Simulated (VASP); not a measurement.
Wanted: the native input for a VASP 6.6.1 run.

* Task: single point
* Functional: LDA
* Potentials or basis: VASP PAW LDA potentials, release 64 (Cu)
* Cutoff: 600 eV
* k mesh: 13 × 13 × 13
* Occupations: fermi-dirac, width 0.05 eV
* Spin: no spin polarisation
* Dipole correction: no
* Further INCAR settings: ALGO = Normal; EDIFF = 1e-06; NBANDS = 12

The structure of Cu lies in POSCAR:

```
Cu
1.0
    0.0000000000      1.7830713297      1.7830713297
    1.7830713297      0.0000000000      1.7830713297
    1.7830713297      1.7830713297      0.0000000000
Cu
1
Direct
    0.0000000000      0.0000000000      0.0000000000
```

These files were run (other wordings do the same):

INCAR

```
SYSTEM = Cu
PREC = Accurate ; ENCUT = 600
EDIFF = 1E-6 ; ISMEAR = -1
SIGMA = 0.05 ; LREAL = .False.
LASPH = .True. ; NELM = 120
ALGO = Normal ; ISIF = 2
LWAVE = .False. ; LCHARG = .False.
GGA = CA ; NBANDS = 12
GGA_COMPAT = .False.
```

KPOINTS

```
Automatic mesh
0
Gamma
  13 13 13
  0 0 0
```

Potentials or basis: VASP PAW LDA potentials, release 64 (Cu).

Run with:

```bash
$ cat potpaw_LDA.64/Cu/POTCAR > POTCAR
$ mpirun -np 1 vasp_std > vasp.out
```

It gave:

```
Pressure : -6.1 GPa
```

It took 6.7 s on 1 thread of AMD EPYC 9R45 96-Core Processor (Zen 5), on a shared host, peak memory 0.09 GiB.
